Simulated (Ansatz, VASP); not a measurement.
# Si in VASP and in Ansatz

File INCAR:

```
PREC = Accurate
ENCUT = 520
EDIFF = 1E-6
ISMEAR = 0
SIGMA = 0.15
LREAL = False
LASPH = True
NELM = 100
ALGO = Normal
ISIF = 2
LWAVE = False
LCHARG = False
NBANDS = 11
```

File KPOINTS:

```
Automatic mesh
0
Gamma
  20 20 20
```

The input POSCAR:

```
Si
1.0
   -2.3002311354      2.3002311354      1.3292653899
    2.3002311354     -2.3002311354      1.3292653899
    2.3002311354      2.3002311354     -1.3292653899
Si
2
Direct
    0.2500000000      0.7500000000      0.5000000000
    0.5000000000      0.5000000000      0.0000000000
```

Input for Ansatz:

```yaml
crystal:
  lattice:
    - [-2.3002311354, 2.3002311354, 1.3292653899]
    - [2.3002311354, -2.3002311354, 1.3292653899]
    - [2.3002311354, 2.3002311354, -1.3292653899]
  atoms:
    - { symbol: Si, position: [0.25, 0.75, 0.5] }
    - { symbol: Si, position: [0.5, 0.5, 0.0] }
basis:
  ecutwfc: 420
kpoints:
  mp_grid: { grid: [20, 20, 20] }
hamiltonian:
  xc: lda
scf:
  occupations: { method: gaussian, width: 0.15 }
output:
  forces: true
  stress: true
  eigenvalues: true
```

Change from the starting cell: strain -0.030 along x and y, +0.000 along z, atoms carried along.

Alike in both runs: task single point; functional LDA; k mesh 20 × 20 × 20; occupations gaussian, width 0.15 eV; no spin polarisation.

|  | VASP | Ansatz |
| --- | --- | --- |
| version | VASP 6.6.1 | Ansatz 0.2.0 |
| potentials or method | VASP PAW LDA potentials, release 64 (Si), cutoff 520 eV | scalar-relativistic, plane waves, PAW |
| valence electrons in the cell | 8 | 8 |

|  | VASP | Ansatz | Ansatz less VASP |
| --- | --- | --- | --- |
| gap on the k mesh at the Fermi level (eV) | none | none | - |
| pressure (GPa) | 7.9 | 7.8 | -0.11 |
| traceless stress, the component that is largest in VASP (GPa) | -4.91 | -4.89 | +0.021 |

LDA's correlation is that of Perdew and Zunger in VASP and of Perdew and Wang (1992) in Ansatz. A gap of «none» marks a metal or a gap that the smearing closes.
